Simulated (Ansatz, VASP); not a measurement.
## TaH4: VASP beside Ansatz

```xyz
10
Lattice="5.7167 0.0000 0.0000 0.0000 5.7167 0.0000 0.0000 0.0000 5.0588" Properties=species:S:1:pos:R:3 pbc="T T T"
Ta    0.0000    0.0000    1.2647
Ta    0.0000    0.0000    3.7941
H     1.3695    0.5694    0.0000
H     4.3472    5.1473    0.0000
H     0.5694    1.3695    2.5294
H     4.3472    0.5694    2.5294
H     1.3695    5.1473    2.5294
H     5.1473    4.3472    2.5294
H     5.1473    1.3695    0.0000
H     0.5694    4.3472    0.0000
```

Change from the starting cell: species swapped into the TaTe4 type (P4/mcc, No. 124).

Alike in both runs: functional PBE; k mesh 3 × 3 × 3; occupations gaussian, width 0.15 eV; no spin polarisation.

Ansatz relaxed the structure, and its values are those at the end. VASP's run is a single point on that final structure, the one shown.

|  | VASP | Ansatz |
| --- | --- | --- |
| version | VASP 6.6.1 | Ansatz 0.2.0 |
| potentials or method | VASP PAW PBE potentials, release 64 (Ta_pv, H), cutoff 500 eV | scalar-relativistic, plane waves, PAW |
| valence electrons in the cell | 30 | 34 |

VASP gave:

```
gap on the k mesh at the Fermi level (eV) : 1.16
least direct gap on the mesh (eV)         : 1.24
pressure (GPa)                            : 0.1
rms of the force components (eV/Å)        : 0.009
```

**Question.** What did Ansatz give for the same quantities?

**Answer.** gap on the k mesh at the Fermi level (eV): 1.17; least direct gap on the mesh (eV): 1.25; pressure (GPa): 0.2; rms of the force components (eV/Å): 0.002.

VASP's potentials hold 30 valence electrons a cell and Ansatz's 34, so a difference there can come from the potentials and not from the codes.

Neither program's run includes spin-orbit coupling.
